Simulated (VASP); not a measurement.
# AlN (P6_3mc) in VASP: density of states with PBE

Aim: the density of states of AlN with PBE.

Everything below comes from runs of VASP 6.6.1. Logs are shortened: lines on timing, memory, paths and dates and some standing lists are left out, and cuts for length are marked.

## (1) The cell of the first run

The structure is hexagonal, space group P6_3mc (No. 186). The conventional cell has a = 3.098 Å, b = 3.098 Å, c = 4.957 Å, α = 90.00°, β = 90.00°, γ = 120.00°. Within 2.5 Å of Al (site symmetry 3m) lie 4 N at 1.88 to 1.91 Å. Within 2.5 Å of N (site symmetry 3m) lie 4 Al at 1.88 to 1.91 Å.

## (2) Density of states, PBE

POSCAR reads:

```
AlN
1.0
    3.0979440000      0.0000000000      0.0000000000
   -1.5489720000      2.6829030000      0.0000000000
    0.0000000000      0.0000000000      4.9571090000
Al N
2 2
Direct
    0.3333300000      0.6666700000      0.0000000000
    0.6666600000      0.3333300000      0.5000000000
    0.3333300000      0.6666700000      0.3850000000
    0.6666600000      0.3333300000      0.8850000000
```

INCAR.step1 reads:

```
SYSTEM = AlN
PREC     = Accurate       ! precision mode
ENCUT    = 520            ! plane-wave cutoff, eV
EDIFF    = 1E-6           ! SCF threshold, eV
ISMEAR   = -1             ! smearing method
SIGMA    = 0.0678         ! smearing width, eV
LREAL    = .False.        ! projectors in reciprocal space
LASPH    = .True.         ! aspherical terms in the spheres
NELM     = 60             ! most SCF steps
ALGO     = Normal         ! electronic algorithm
ISIF     = 2              ! what is computed and relaxed
LWAVE    = .False.        ! write WAVECAR
LCHARG   = .True.         ! write CHGCAR
GGA      = PE             ! functional
NBANDS   = 16             ! bands
```

KPOINTS.step1 reads:

```
Automatic mesh
0
Gamma
  9 9 5
  0 0 0
```

INCAR.step2 reads:

```
SYSTEM = AlN
PREC     = Accurate       ! precision mode
ENCUT    = 520            ! plane-wave cutoff, eV
EDIFF    = 1E-6           ! SCF threshold, eV
ISMEAR   = -5             ! smearing method
SIGMA    = 0.0678         ! smearing width, eV
LREAL    = .False.        ! projectors in reciprocal space
LASPH    = .True.         ! aspherical terms in the spheres
NELM     = 60             ! most SCF steps
ALGO     = Normal         ! electronic algorithm
ISIF     = 2              ! what is computed and relaxed
LWAVE    = .False.        ! write WAVECAR
LCHARG   = .False.        ! write CHGCAR
GGA      = PE             ! functional
LORBIT   = 11             ! projections on sites
NBANDS   = 16             ! bands
NEDOS    = 2001           ! points of the DOS
ICHARG   = 11             ! starting density
```

KPOINTS.step2 reads:

```
Automatic mesh
0
Gamma
  14 14 8
  0 0 0
```

Potentials or basis: VASP PAW PBE potentials, release 64 (Al, N).

On the command line:

```console
> cat potpaw_PBE.64/Al/POTCAR potpaw_PBE.64/N/POTCAR > POTCAR
> cp INCAR.step1 INCAR
> cp KPOINTS.step1 KPOINTS
> mpirun -np 1 vasp_std > vasp.out
> cp INCAR.step2 INCAR
> cp KPOINTS.step2 KPOINTS
> mpirun -np 1 vasp_std > vasp.out
```

OUTCAR:

```text
SYSTEM = AlN
   PREC = Accurate
   ENCUT = 520
   EDIFF = 1E-6
   ISMEAR = -5
   LREAL = .False.
   LASPH = .True.
   NELM = 60
   ISIF = 2
   GGA = PE
   LORBIT = 11
   ICHARG = 11

 ion  position               nearest neighbor table
   1  0.333  0.667  0.000-   4 1.88   4 1.88   4 1.88   3 1.91   2 3.06   2 3.06   2 3.06   2 3.06
                             2 3.06   2 3.06
   2  0.667  0.333  0.500-   3 1.88   3 1.88   3 1.88   4 1.91   1 3.06   1 3.06   1 3.06   1 3.06
                             1 3.06   1 3.06
   3  0.333  0.667  0.385-   2 1.88   2 1.88   2 1.88   1 1.91
   4  0.667  0.333  0.885-   1 1.88   1 1.88   1 1.88   2 1.91

  LATTYP: Found a hexagonal cell.
 ALAT       =     3.0979440000
 C/A-ratio  =     1.6001286660

  Lattice vectors:

 A1 = (   3.0979440000,   0.0000000000,   0.0000000000)
 A2 = (  -1.5489720000,   2.6829030000,   0.0000000000)
 A3 = (   0.0000000000,   0.0000000000,   4.9571090000)

Analysis of symmetry for initial positions (statically):
=====================================================================
 Subroutine PRICEL returns:
 Original cell was already a primitive cell.

 Routine SETGRP: Setting up the symmetry group for a
 hexagonal supercell.

 Subroutine GETGRP returns: Found  4 space group operations
 (whereof  1 operations were pure point group operations)
 out of a pool of 24 trial point group operations.

The static configuration has the point symmetry C_1 .
 The point group associated with its full space group is C_2v.

Analysis of symmetry for dynamics (positions and initial velocities):
=====================================================================
 Subroutine PRICEL returns:
 Original cell was already a primitive cell.

 Routine SETGRP: Setting up the symmetry group for a
 hexagonal supercell.

 Subroutine GETGRP returns: Found  4 space group operations
 (whereof  1 operations were pure point group operations)
 out of a pool of 24 trial point group operations.

The dynamic configuration has the point symmetry C_1 .
 The point group associated with its full space group is C_2v.

 Subroutine INISYM returns: Found  4 space group operations
 (whereof  1 operations are pure point group operations),
 and found     1 'primitive' translations

----------------------------------------------------------------------------------------

                                     Primitive cell

  volume of cell :      41.2009

  direct lattice vectors                    reciprocal lattice vectors
     3.097944000  0.000000000  0.000000000     0.322794731  0.186365292  0.000000000
    -1.548972000  2.682903000  0.000000000     0.000000000  0.372730583  0.000000000
     0.000000000  0.000000000  4.957109000     0.000000000  0.000000000  0.201730484

  length of vectors
     3.097944000  3.097948154  4.957109000     0.372731083  0.372730583  0.201730484

  position of ions in fractional coordinates (direct lattice)
     0.333330000  0.666670000  0.000000000
     0.666660000  0.333330000  0.500000000
     0.333330000  0.666670000  0.385000000
     0.666660000  0.333330000  0.885000000

  ion indices of the primitive-cell ions
   primitive index   ion index
                 1           1
                 2           2
                 3           3
                 4           4

----------------------------------------------------------------------------------------

 KPOINTS: Automatic mesh

Automatic generation of k-mesh.
 Grid dimensions read from file:
 generate k-points for:   14   14    8

 Generating k-lattice:

  Cartesian coordinates                     Fractional coordinates (reciprocal lattice)
     0.023056766  0.013311807  0.000000000     0.071428571  0.000000000  0.000000000
     0.000000000  0.026623613  0.000000000     0.000000000  0.071428571  0.000000000
     0.000000000  0.000000000  0.025216311     0.000000000  0.000000000  0.125000000

  Length of vectors
     0.026623649  0.026623613  0.025216311

  Shift w.r.t. Gamma in fractional coordinates (k-lattice)
     0.000000000  0.000000000  0.000000000

 TETIRR: Found   3976 inequivalent tetrahedra from     9408

 Subroutine IBZKPT returns following result:
 ===========================================

 Found    285 irreducible k-points:

 Following reciprocal coordinates:
            Coordinates               Weight
  0.000000  0.000000  0.000000      1.000000
  0.071429  0.000000  0.000000      4.000000
  0.000000  0.071429  0.000000      2.000000
  0.142857  0.000000  0.000000      4.000000
  0.000000  0.142857  0.000000      2.000000
  0.214286 -0.000000  0.000000      4.000000
[... 16 lines left out ...]
 -0.285714  0.214286  0.000000      4.000000
  0.285714  0.071429  0.000000      4.000000
 [... further k-points ...]
   k-points           NKPTS =    285   k-points in BZ     NKDIM =    285   number of bands    NBANDS=     16
   number of dos      NEDOS =   2001   number of ions     NIONS =      4
   total plane-waves  NPLWV =  23040
   dimension x,y,z NGX =    24 NGY =   24 NGZ =   40
   dimension x,y,z NGXF=    48 NGYF=   48 NGZF=   80
   ions per type =               2   2
   NGX,Y,Z   is equivalent  to a cutoff of  12.88, 12.88, 13.41 a.u.
   NGXF,Y,Z  is equivalent  to a cutoff of  25.76, 25.76, 26.83 a.u.
 SYSTEM =  AlN
   PREC   = accura    normal or accurate (medium, high low for compatibility)
   ISTART =      0    job   : 0-new  1-cont  2-samecut
   ICHARG =     11    charge: 1-file 2-atom 10-const
   ISPIN  =      1    spin polarized calculation?
   LNONCOLLINEAR =      F non collinear calculations
   LSORBIT =      F    spin-orbit coupling
   LASPH  =      T    aspherical Exc in radial PAW
   ENCUT  =  520.0 eV  38.22 Ry    6.18 a.u.   5.76  5.76  9.22*2*pi/ulx,y,z
   NELM   =     60;   NELMIN=  2; NELMDL=  0     # of ELM steps
   EDIFF  = 0.1E-05   stopping-criterion for ELM
   LREAL  =      F    real-space projection
   EDIFFG = 0.1E-04   stopping-criterion for IOM
   NSW    =      0    number of steps for IOM
   IBRION =     -1    ionic relax: 0-MD 1-quasi-New 2-CG
   NFREE  =      0    steps in history (QN), initial steepest desc. (CG)
   ISIF   =      2    stress and relaxation
   ISYM   =      2    0-nonsym 1-usesym 2-fastsym
   POTIM  = 0.5000    time-step for ionic-motion
   TEBEG  =    0.0;   TEEND  =   0.0 temperature during run
   PSTRESS=    0.0 pullay stress
   NELECT =      16.0000    total number of electrons
   NUPDOWN=      -1.0000    fix difference up-down
   EMIN   =  10.00;   EMAX   =-10.00  energy-range for DOS
   EFERMI =   0.00;   METHOD = LEGACY
   ISMEAR =    -5;   SIGMA  =   0.07  broadening in eV -4-tet -1-fermi 0-gaus
   EFERMI_NEDOS =   21; number of points for ismear=-14 and -15
   IALGO  =     38    algorithm
   IMIX   =      4    mixing-type and parameters
     AMIX     =   0.40;   BMIX     =  1.00
     AMIX_MAG =   1.60;   BMIX_MAG =  1.00
  volume/ion in A,a.u.               =      10.30        69.51
  Fermi-wavevector in a.u.,A,eV,Ry     =   1.194389  2.257068 19.409599  1.426565
  Thomas-Fermi vector in A             =   2.330380
   LORBIT       =     11    0 simple, 1 ext, 2 COOP (PROOUT), +10 PAW based schemes
   GGA     = PE    functional components
   LHFCALC =     F    Hartree Fock is set to
   AEXX    =    0.0000 exact exchange contribution
   IVDW    =     0    specifies the selected vdW correction
   LEPSILON=     F    determine dielectric tensor
   LRPA    =     F    only Hartree local field effects (RPA)
 non-spin polarized calculation
 Fermi weights with tetrahedron method with Bloechl corrections
  energy-cutoff  :      520.00
  volume of cell :       41.20
 maximum number of plane-waves:      1124

 number of electron      15.9999997 magnetization

 Free energy of the ion-electron system (eV)
  ---------------------------------------------------
  ext. energy  EPLUGINS =         0.00000000
  ---------------------------------------------------
  free energy    TOTEN  =       -29.75100174 eV

  energy without entropy =      -29.75100174  energy(sigma->0) =      -29.75100174

 E-fermi :   6.3533     XC(G=0): -10.9701

 val. band max:        6.3420805237   @ k =   0.0000   0.0000   0.0000
 cond. band min:      10.6185260907   @ k =   0.0000   0.0000   0.0000
 fundamental gap:      4.2764455669
 Fermi energy:         6.3533074192

 k-point     1 :       0.0000    0.0000    0.0000
  band No.  band energies     occupation
      1      -8.9853      2.00000
      2      -6.7954      2.00000
      3       0.2506      2.00000
      4       5.3889      2.00000
      5       5.3890      2.00000
      6       6.0446      2.00000
[... 8 lines left out ...]
     15      19.5276      0.00000
     16      19.5277      0.00000

 k-point     2 :       0.0714    0.0000    0.0000
  band No.  band energies     occupation
      1      -8.9190      2.00000
      2      -6.7575      2.00000
      3       0.3289      2.00000
      4       5.0816      2.00000
      5       5.3009      2.00000
      6       5.7366      2.00000
[... 8 lines left out ...]
     15      19.6028      0.00000
     16      19.6062      0.00000

 k-point     3 :       0.0000    0.0714    0.0000
  band No.  band energies     occupation
      1      -8.9190      2.00000
      2      -6.7575      2.00000
      3       0.3289      2.00000
      4       5.0816      2.00000
      5       5.3010      2.00000
      6       5.7365      2.00000
[... 8 lines left out ...]
     15      19.6028      0.00000
     16      19.6061      0.00000
[... 362 lines left out ...]
 k-point    23 :      -0.2857    0.2143    0.0000
  band No.  band energies     occupation
      1      -8.1808      2.00000
      2      -6.4005      2.00000
      3       1.2286      2.00000
      4       2.8088      2.00000
      5       3.5949      2.00000
      6       4.6802      2.00000
[... 8 lines left out ...]
     15      18.8709      0.00000
     16      19.8799      0.00000

 k-point    24 :       0.2857    0.0714    0.0000
  band No.  band energies     occupation
      1      -7.7571      2.00000
      2      -6.2687      2.00000
      3       1.7749      2.00000
      4       1.9155      2.00000
      5       2.9608      2.00000
      6       4.3349      2.00000
[... 8 lines left out ...]
     15      18.6548      0.00000
     16      20.7325      0.00000

 [... further k-points ...]

------------------------ aborting loop because EDIFF is reached ----------------------------------------

  FORCE on cell =-STRESS in cart. coord.  units (eV):
  Direction    XX          YY          ZZ          XY          YZ          ZX
  --------------------------------------------------------------------------------------
  -------------------------------------------------------------------------------------
  Total        1.8524233      1.8530422      1.3032398      0.0000000      0.0000000      0.0000000
  in kB       72.0350419     72.0591103     50.6789839      0.0000000      0.0000000      0.0000000
  external PRESSURE =      64.9243787 kB  Pullay stress =       0.0000000 kB

 VOLUME and BASIS-vectors are now :
 -----------------------------------------------------------------------------
  energy-cutoff  :      520.00
  volume of cell :       41.20
      direct lattice vectors                 reciprocal lattice vectors
     3.097944000  0.000000000  0.000000000     0.322794731  0.186365292  0.000000000
    -1.548972000  2.682903000  0.000000000     0.000000000  0.372730583  0.000000000
     0.000000000  0.000000000  4.957109000     0.000000000  0.000000000  0.201730484

 POSITION                                       TOTAL-FORCE (eV/Angst)
 -----------------------------------------------------------------------------------
     -0.00002      1.78861      0.00000         0.000000     -0.000259      0.181865
      1.54896      0.89429      2.47855        -0.000000      0.000259      0.181865
     -0.00002      1.78861      1.90849        -0.000000     -0.000255     -0.181865
      1.54896      0.89429      4.38704         0.000000      0.000255     -0.181865
 -----------------------------------------------------------------------------------
    total drift:                                0.000000      0.000000     -0.000373

  FREE ENERGIE OF THE ION-ELECTRON SYSTEM (eV)
  ---------------------------------------------------
  free  energy   TOTEN  =       -29.7510017385 eV

  energy  without entropy=      -29.7510017385  energy(sigma->0) =      -29.75100174

 total charge

# of ion       s       p       d       tot
------------------------------------------
    1        0.371   0.448   0.000   0.818
    2        0.371   0.448   0.000   0.818
    3        1.224   2.652   0.000   3.876
    4        1.224   2.652   0.000   3.876
--------------------------------------------------
tot          3.189   6.199   0.000   9.388
```

It took 2.9 min on 1 thread of Intel Xeon 8259CL, shared host; peak memory 0.27 GiB.

What came out:

```yaml
Valence_electrons_inside_the_program's_atomic_spheres: Al 0.82; N 3.88
```
